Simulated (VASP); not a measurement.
Wanted: the native input for a VASP 6.6.1 run.

- Task: single point
- Functional: PBEsol
- Dispersion: D3(BJ)
- Potentials or basis: VASP PAW PBE potentials, release 64 (Pb_d, Te)
- Cutoff: 520 eV
- k mesh: 7 × 7 × 7
- Occupations: fermi-dirac, width 0.05 eV
- Spin: no spin polarisation
- Dipole correction: no
- Further INCAR settings: ALGO = Normal; EDIFF = 1e-06; NBANDS = 17

The structure of TePb lies in POSCAR:

```
TePb
1.0
    3.8403883814      0.0000000000      0.0000000000
    0.0000000000      3.8403883814      0.0000000000
    0.0000000000      0.0000000000      3.8403883814
Pb Te
1 1
Direct
    0.0000000000      0.0000000000      0.0000000000
    0.5000000000      0.5000000000      0.5000000000
```

These files were run (other wordings do the same):

INCAR

```
SYSTEM = TePb
PREC = Accurate ; ENCUT = 520
EDIFF = 1E-6 ; ISMEAR = -1
SIGMA = 0.05 ; LREAL = .False.
LASPH = .True. ; NELM = 100
ALGO = Normal ; ISIF = 2
LWAVE = .False. ; LCHARG = .False.
GGA = PS ; IVDW = 12
NBANDS = 17
```

KPOINTS

```
regular mesh
0
Gamma
  7 7 7
  0 0 0
```

Potentials or basis: VASP PAW PBE potentials, release 64 (Pb_d, Te).

Run with:

```sh
$ cat potpaw_PBE.64/Pb_d/POTCAR potpaw_PBE.64/Te/POTCAR > POTCAR
$ mpirun -np 1 vasp_std > vasp.out
```

It gave:

```
Pressure                   : 0.0 GPa
Band gap on the k mesh     : zero (bands 10 and 11 overlap by 1.13 eV)
Dispersion energy per atom : -0.481 eV
```

Caveat: the PAW data sets were made with another functional, which shifts forces and pressure a little; spin-orbit coupling is left out, which moves the levels of the heavy elements.

Run time: 19 s on 1 thread of Intel Xeon 8259CL, with other jobs on the host, peak memory 0.19 GiB.
